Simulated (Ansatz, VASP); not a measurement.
WSe2: VASP beside Ansatz

```
W Se
1.0
     0.00000    3.10329    3.10329
     3.10329    0.00000    3.10329
     3.10329    3.10329    0.00000
W Se
1 2
Direct
  0.50000 0.50000 0.50000
  0.25000 0.25000 0.25000
  0.00000 0.00000 0.00000
```

Alike in both runs: functional PBE; k mesh 4 × 4 × 4; occupations gaussian, width 0.1 eV; collinear spin.

Ansatz relaxed the structure, and its values are those at the end. VASP's run is a single point on that final structure, the one shown.

```csv
,VASP,Ansatz
version,VASP 6.6.1,Ansatz 0.2.0
potentials or method,"VASP PAW PBE potentials, release 64 (W_sv, Se), cutoff 520 eV","scalar-relativistic, plane waves, PAW"
valence electrons in the cell,26,46
```

```csv
,VASP,Ansatz,Ansatz less VASP
gap on the k mesh at the Fermi level (eV),none,none,-
pressure (GPa),0.2,0.1,-0.16
net moment per atom (μB),0.40,0.40,0.000
size of the moment on the site where the two differ most (μB),0.96,0.85,-0.108
```

Site moments also hang on the region over which each program counts them. A gap of «none» marks a metal or a gap that the smearing closes. The functional is the same, so the differences come from potentials, cutoffs and numerics. VASP's potentials hold 26 valence electrons a cell and Ansatz's 46, so a difference there can come from the potentials and not from the codes. Ansatz's warnings: no starting moments.

The k mesh is coarse, so the values compare programs but aren't converged. Spin-orbit coupling is off throughout.
